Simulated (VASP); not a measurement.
Runs of VASP 6.6.1 on SrO. The structure is cubic, space group Fm-3m (No. 225). The conventional cell has a = 5.140 Å, b = 5.140 Å, c = 5.140 Å, α = 90.00°, β = 90.00°, γ = 90.00°. Sr (site symmetry m-3m) has 6 O at 2.57 Å within 3.4 Å. O (site symmetry m-3m) has 6 Sr at 2.57 Å within 3.4 Å. 

| task | level | potentials or basis | k mesh | cutoff (eV) | gap on the mesh (eV) | pressure (GPa) |
| --- | --- | --- | --- | --- | --- | --- |
| electric field gradients | PBE | VASP PAW PBE potentials, release 64 (Sr_sv, O) | 2 × 2 × 2 | 520 | 3.05 | 4.0 |
| single point | PBE | VASP PAW PBE potentials, release 64 (Sr_sv, O) | 8 × 8 × 8 | 600 | (c) | 3.4 |
| electric field gradients | LDA | VASP PAW LDA potentials, release 64 (Sr_sv, O) | 8 × 8 × 8 | 520 | 3.10 | (a) |
| single point | LDA | VASP PAW LDA potentials, release 64 (Sr_sv, O) | 8 × 8 × 8 | 600 | 3.10 | -3.6 |
| single point | PBE | VASP PAW PBE potentials, release 64 (Sr_sv, O) | 6 × 6 × 6 | 520 | (b) | 3.5 |

Alike in all rows: no spin polarisation; cell as given; smearing fermi-dirac 0.03 eV.

Question: Fill in the values left out.

Answer: (a) -3.5; (b) 3.26; (c) 3.27.

Caveats: some runs use coarse meshes.

A k mesh can miss the band edges, and the runs leave out spin-orbit coupling on Sr.
